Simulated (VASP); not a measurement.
# Li3H2 (P1) in VASP: single point with PBE

Aim: the single point of Li3H2 with PBE.

All numbers are computed with VASP 6.6.1; they aren't measurements. Logs are shortened: lines on timing, memory, paths and dates and some standing lists are left out, and cuts for length are marked.

### Step 1. The cell of the first run

The typed cell holds 5 atoms: a = 4.171 Å, b = 2.801 Å, c = 4.995 Å, α = 73.96°, β = 114.63°, γ = 90.02°.

### Step 2. Single point, PBE

INCAR reads:

```
ALGO = Normal
EDIFF = 1E-6
ENCUT = 520
GGA = PE
ISIF = 2
ISMEAR = 0
LASPH = T
LCHARG = F
LREAL = F
LWAVE = F
NBANDS = 14
NELM = 60
PREC = Accurate
SIGMA = 0.2
```

KPOINTS reads:

```
k-points
0
Gamma
  5 5 4
```

POSCAR reads:

```
Li3H2
1.0
    4.0542310938      0.9577391609     -0.1989764479
   -0.5882785708      2.6384712631      0.7324826533
   -1.8585740854     -0.2350912997      4.6298620596
Li H
3 2
Direct
    0.3699043240      0.5192763700      0.5915839996
    0.7372864675      0.1518689493      0.3242659266
    1.0537982461      0.8355363986      0.9579885299
   -0.1115653589      0.5031516546      0.6257131017
    0.2191488214      0.1679569575      0.2902622921
```

Potentials or basis: VASP PAW PBE potentials, release 64 (Li_sv, H).

Started as:

```console
> cat potpaw_PBE.64/Li_sv/POTCAR potpaw_PBE.64/H/POTCAR > POTCAR
> mpirun -np 1 vasp_std > vasp.out
```

OUTCAR:

```text
EDIFF = 1E-6
   ENCUT = 520
   GGA = PE
   ISIF = 2
   ISMEAR = 0
   LASPH = T
   LREAL = F
   NELM = 60
   PREC = Accurate

 ion  position               nearest neighbor table
   1  0.370  0.519  0.592-
   2  0.737  0.152  0.324-
   3  0.054  0.836  0.958-
   4  0.888  0.503  0.626-
   5  0.219  0.168  0.290-

  LATTYP: Found a triclinic cell.
 ALAT       =     4.9945158165
 B/A-ratio  =     0.8350296889
 C/A-ratio  =     0.5607626571
 COS(alpha) =     0.0003250512
 COS(beta)  =     0.2762568014
 COS(gamma) =     0.4167781970

  Lattice vectors:

 A1 = (   1.8585740854,   0.2350912997,  -4.6298620596)
 A2 = (   4.0542310938,   0.9577391609,  -0.1989764479)
 A3 = (   0.5882785708,  -2.6384712631,  -0.7324826533)

Analysis of symmetry for initial positions (statically):
=====================================================================
 Subroutine PRICEL returns:
 Original cell was already a primitive cell.

 Routine SETGRP: Setting up the symmetry group for a
 triclinic supercell.

 Subroutine GETGRP returns: Found  1 space group operations
 (whereof  1 operations were pure point group operations)
 out of a pool of  2 trial point group operations.

The static configuration has the point symmetry C_1 .

Analysis of symmetry for dynamics (positions and initial velocities):
=====================================================================
 Subroutine PRICEL returns:
 Original cell was already a primitive cell.

 Routine SETGRP: Setting up the symmetry group for a
 triclinic supercell.

 Subroutine GETGRP returns: Found  1 space group operations
 (whereof  1 operations were pure point group operations)
 out of a pool of  2 trial point group operations.

The dynamic configuration has the point symmetry C_1 .

 Subroutine INISYM returns: Found  1 space group operations
 (whereof  1 operations are pure point group operations),
 and found     1 'primitive' translations

----------------------------------------------------------------------------------------

                                     Primitive cell

  volume of cell :      50.5251

  direct lattice vectors                    reciprocal lattice vectors
     4.054231094  0.957739161 -0.198976448     0.245184278  0.026962353  0.099793850
    -0.588278571  2.638471263  0.732482653    -0.086836508  0.364189701 -0.016366417
    -1.858574085 -0.235091300  4.629862060     0.024275482 -0.056459083  0.222867275

  length of vectors
     4.170568989  2.800737960  4.994515816     0.266084782  0.374756690  0.231185530

  position of ions in fractional coordinates (direct lattice)
     0.369904324  0.519276370  0.591584000
     0.737286467  0.151868949  0.324265927
     0.053798246  0.835536399  0.957988530
     0.888434641  0.503151655  0.625713102
     0.219148821  0.167956958  0.290262292

  ion indices of the primitive-cell ions
   primitive index   ion index
                 1           1
                 2           2
                 3           3
                 4           4
                 5           5

----------------------------------------------------------------------------------------

 KPOINTS: k-points

Automatic generation of k-mesh.
 Grid dimensions read from file:
 generate k-points for:    5    5    4

 Generating k-lattice:

  Cartesian coordinates                     Fractional coordinates (reciprocal lattice)
     0.049036856  0.005392471  0.019958770     0.200000000  0.000000000  0.000000000
    -0.017367302  0.072837940 -0.003273283    -0.000000000  0.200000000  0.000000000
     0.006068870 -0.014114771  0.055716819     0.000000000  0.000000000  0.250000000

  Length of vectors
     0.053216956  0.074951338  0.057796383

  Shift w.r.t. Gamma in fractional coordinates (k-lattice)
     0.000000000  0.000000000  0.000000000

 Subroutine IBZKPT returns following result:
 ===========================================

 Found     51 irreducible k-points:

 Following reciprocal coordinates:
            Coordinates               Weight
  0.000000  0.000000  0.000000      1.000000
  0.200000 -0.000000 -0.000000      2.000000
  0.400000 -0.000000  0.000000      2.000000
 -0.000000  0.200000  0.000000      2.000000
  0.200000  0.200000  0.000000      2.000000
  0.400000  0.200000  0.000000      2.000000
[... 16 lines left out ...]
 -0.200000  0.200000  0.250000      2.000000
 -0.000000  0.400000  0.250000      2.000000
 [... further k-points ...]
   k-points           NKPTS =     51   k-points in BZ     NKDIM =     51   number of bands    NBANDS=     14
   number of dos      NEDOS =    301   number of ions     NIONS =      5
   total plane-waves  NPLWV =  30720
   dimension x,y,z NGX =    32 NGY =   24 NGZ =   40
   dimension x,y,z NGXF=    64 NGYF=   48 NGZF=   80
   ions per type =               3   2
   NGX,Y,Z   is equivalent  to a cutoff of  12.76, 14.25, 13.31 a.u.
   NGXF,Y,Z  is equivalent  to a cutoff of  25.51, 28.49, 26.63 a.u.
 SYSTEM =  unknown system
   PREC   = accura    normal or accurate (medium, high low for compatibility)
   ISTART =      0    job   : 0-new  1-cont  2-samecut
   ICHARG =      2    charge: 1-file 2-atom 10-const
   ISPIN  =      1    spin polarized calculation?
   LNONCOLLINEAR =      F non collinear calculations
   LSORBIT =      F    spin-orbit coupling
   LASPH  =      T    aspherical Exc in radial PAW
   ENCUT  =  520.0 eV  38.22 Ry    6.18 a.u.   7.75  5.21  9.29*2*pi/ulx,y,z
   NELM   =     60;   NELMIN=  2; NELMDL= -5     # of ELM steps
   EDIFF  = 0.1E-05   stopping-criterion for ELM
   LREAL  =      F    real-space projection
   EDIFFG = 0.1E-04   stopping-criterion for IOM
   NSW    =      0    number of steps for IOM
   IBRION =     -1    ionic relax: 0-MD 1-quasi-New 2-CG
   NFREE  =      0    steps in history (QN), initial steepest desc. (CG)
   ISIF   =      2    stress and relaxation
   ISYM   =      2    0-nonsym 1-usesym 2-fastsym
   POTIM  = 0.5000    time-step for ionic-motion
   TEBEG  =    0.0;   TEEND  =   0.0 temperature during run
   PSTRESS=    0.0 pullay stress
   NELECT =      11.0000    total number of electrons
   NUPDOWN=      -1.0000    fix difference up-down
   EMIN   =  10.00;   EMAX   =-10.00  energy-range for DOS
   EFERMI =   0.00;   METHOD = LEGACY
   ISMEAR =     0;   SIGMA  =   0.20  broadening in eV -4-tet -1-fermi 0-gaus
   EFERMI_NEDOS =   21; number of points for ismear=-14 and -15
   IALGO  =     38    algorithm
   IMIX   =      4    mixing-type and parameters
     AMIX     =   0.40;   BMIX     =  1.00
     AMIX_MAG =   1.60;   BMIX_MAG =  1.00
  volume/ion in A,a.u.               =      10.11        68.19
  Fermi-wavevector in a.u.,A,eV,Ry     =   0.984850  1.861096 13.196688  0.969929
  Thomas-Fermi vector in A             =   2.116113
   LORBIT       =      0    0 simple, 1 ext, 2 COOP (PROOUT), +10 PAW based schemes
   GGA     = PE    functional components
   LHFCALC =     F    Hartree Fock is set to
   AEXX    =    0.0000 exact exchange contribution
   IVDW    =     0    specifies the selected vdW correction
   LEPSILON=     F    determine dielectric tensor
   LRPA    =     F    only Hartree local field effects (RPA)
 non-spin polarized calculation
 Gauss-broadening in eV      SIGMA  =   0.20
  energy-cutoff  :      520.00
  volume of cell :       50.53
 maximum number of plane-waves:      1375
   NGX = 15   NGY = 11   NGZ = 19

 number of electron      10.9999994 magnetization

 Free energy of the ion-electron system (eV)
  ---------------------------------------------------
  ext. energy  EPLUGINS =         0.00000000
  ---------------------------------------------------
  free energy    TOTEN  =       -13.92091094 eV

  energy without entropy =      -13.91223273  energy(sigma->0) =      -13.91657184

 E-fermi :   2.0473     XC(G=0):  -8.0849

 val. band max:        1.9678753981   @ k =   0.2000   0.4000   0.5000
 cond. band min:       2.1486301563   @ k =  -0.2000  -0.4000   0.2500
 fundamental gap:      0.1807547582
 Fermi energy:         2.0472996134

 k-point     1 :       0.0000    0.0000    0.0000
  band No.  band energies     occupation
      1     -44.6626      2.00000
      2     -44.5781      2.00000
      3     -44.5423      2.00000
      4      -5.1134      2.00000
      5      -1.8509      2.00000
      6       2.6706      0.00001
      7       3.9454      0.00000
      8       5.0539      0.00000
      9       6.8708      0.00000
     10       7.7228      0.00000
     11      12.6628      0.00000
     12      13.8114      0.00000
     13      15.5536      0.00000
     14      15.7619      0.00000

 k-point     2 :       0.2000   -0.0000   -0.0000
  band No.  band energies     occupation
      1     -44.6608      2.00000
      2     -44.5757      2.00000
      3     -44.5461      2.00000
      4      -4.8918      2.00000
      5      -2.3414      2.00000
      6       1.6969      1.98679
      7       4.4241      0.00000
      8       5.1805      0.00000
      9       8.0280      0.00000
     10       9.4866      0.00000
     11      12.6863      0.00000
     12      14.2960      0.00000
     13      14.4790      0.00000
     14      15.2366      0.00000

 k-point     3 :       0.4000   -0.0000    0.0000
  band No.  band energies     occupation
      1     -44.6582      2.00000
      2     -44.5681      2.00000
      3     -44.5562      2.00000
      4      -4.2895      2.00000
      5      -3.2475      2.00000
      6       0.5228      2.00000
      7       4.5329      0.00000
      8       7.1767      0.00000
      9      10.2081      0.00000
     10      10.5099      0.00000
     11      12.5564      0.00000
     12      13.1567      0.00000
     13      14.4712      0.00000
     14      14.5843      0.00000

 k-point     4 :      -0.0000    0.2000    0.0000
  band No.  band energies     occupation
      1     -44.6550      2.00000
      2     -44.5700      2.00000
      3     -44.5404      2.00000
      4      -4.6042      2.00000
      5      -1.4815      2.00000
      6       3.1903      0.00000
      7       4.3696      0.00000
      8       5.5509      0.00000
      9       6.2727      0.00000
     10       6.5699      0.00000
     11      11.3865      0.00000
     12      11.6751      0.00000
     13      14.1954      0.00000
     14      14.4149      0.00000

 k-point     5 :       0.2000    0.2000    0.0000
  band No.  band energies     occupation
      1     -44.6544      2.00000
      2     -44.5676      2.00000
      3     -44.5431      2.00000
      4      -4.4738      2.00000
      5      -1.7747      2.00000
      6       2.6324      0.00004
      7       4.5611      0.00000
      8       5.2201      0.00000
      9       6.4239      0.00000
     10       8.1654      0.00000
     11      11.4322      0.00000
[... 276 lines left out ...]
 k-point    22 :      -0.4000    0.2000    0.2500
  band No.  band energies     occupation
      1     -44.6526      2.00000
      2     -44.5614      2.00000
      3     -44.5509      2.00000
      4      -3.9745      2.00000
      5      -2.6131      2.00000
      6       1.3637      2.00000
      7       5.0428      0.00000
      8       6.0350      0.00000
      9       8.1535      0.00000
     10       8.9223      0.00000
     11      11.1277      0.00000
     12      13.0716      0.00000
     13      13.2217      0.00000
     14      13.7405      0.00000

 k-point    23 :      -0.2000    0.2000    0.2500
  band No.  band energies     occupation
      1     -44.6544      2.00000
      2     -44.5677      2.00000
      3     -44.5432      2.00000
      4      -4.4634      2.00000
      5      -1.7960      2.00000
      6       2.5525      0.00035
      7       4.6460      0.00000
      8       5.2765      0.00000
      9       6.3944      0.00000
     10       8.2462      0.00000
     11      11.4294      0.00000
     12      11.9852      0.00000
     13      12.5620      0.00000
     14      15.4025      0.00000

 k-point    24 :      -0.0000    0.4000    0.2500
  band No.  band energies     occupation
      1     -44.6435      2.00000
      2     -44.5531      2.00000
      3     -44.5405      2.00000
      4      -3.3589      2.00000
      5      -0.9520      2.00000
      6       3.4142      0.00000
      7       3.5679      0.00000
      8       5.5040      0.00000
      9       6.7976      0.00000
     10       8.1392      0.00000
     11       9.2549      0.00000
     12      10.0926      0.00000
     13      11.0353      0.00000
     14      11.3494      0.00000

 [... further k-points ...]
[... 5 lines left out ...]
  --------------------------------------------------------------------------------------
  -------------------------------------------------------------------------------------
  Total       -0.0376441     -0.0314903     -0.0225996      0.0006425      0.0113869     -0.0005720
  in kB       -1.1937137     -0.9985724     -0.7166457      0.0203727      0.3610845     -0.0181388
  external PRESSURE =      -0.9696439 kB  Pullay stress =       0.0000000 kB

 VOLUME and BASIS-vectors are now :
 -----------------------------------------------------------------------------
  energy-cutoff  :      520.00
  volume of cell :       50.53
      direct lattice vectors                 reciprocal lattice vectors
     4.054231094  0.957739161 -0.198976448     0.245184278  0.026962353  0.099793850
    -0.588278571  2.638471263  0.732482653    -0.086836508  0.364189701 -0.016366417
    -1.858574085 -0.235091300  4.629862060     0.024275482 -0.056459083  0.222867275

 POSITION                                       TOTAL-FORCE (eV/Angst)
 -----------------------------------------------------------------------------------
      0.09470      1.58529      3.04571         0.000745      0.000857     -0.000187
      2.29712      1.03060      1.46585         0.000704     -0.000905      0.001319
     -2.05391      2.03085      5.03667        -0.001042      0.000317     -0.000297
      2.14299      2.03134      3.08874         0.002177     -0.003057      0.002552
      0.25020      0.58480      1.42329        -0.002585      0.002789     -0.003387
 -----------------------------------------------------------------------------------
    total drift:                               -0.000326      0.000327     -0.000019

  FREE ENERGIE OF THE ION-ELECTRON SYSTEM (eV)
  ---------------------------------------------------
  free  energy   TOTEN  =       -13.9209109450 eV

  energy  without entropy=      -13.9122327268  energy(sigma->0) =      -13.91657184
```

Run time: 22 s. Hardware: 1 thread of Intel Xeon Platinum 8488C (Sapphire Rapids), shared host; peak memory 0.17 GiB.

Results:

```
Free energy   : -13.9209 eV
Largest force : 0.005 eV/Å
```

Forces on the atoms (eV/Å):
```
Li   0.001  0.001  0.000
Li   0.001 -0.001  0.001
Li  -0.001  0.000  0.000
H    0.002 -0.003  0.003
H   -0.003  0.003 -0.003
```

Caveat: the k points lie up to 0.47 Å⁻¹ apart; the cutoff is under 1.25 times the usual one of these potentials, so pressure, stress and relaxed cells hold a basis-set (Pulay) error.
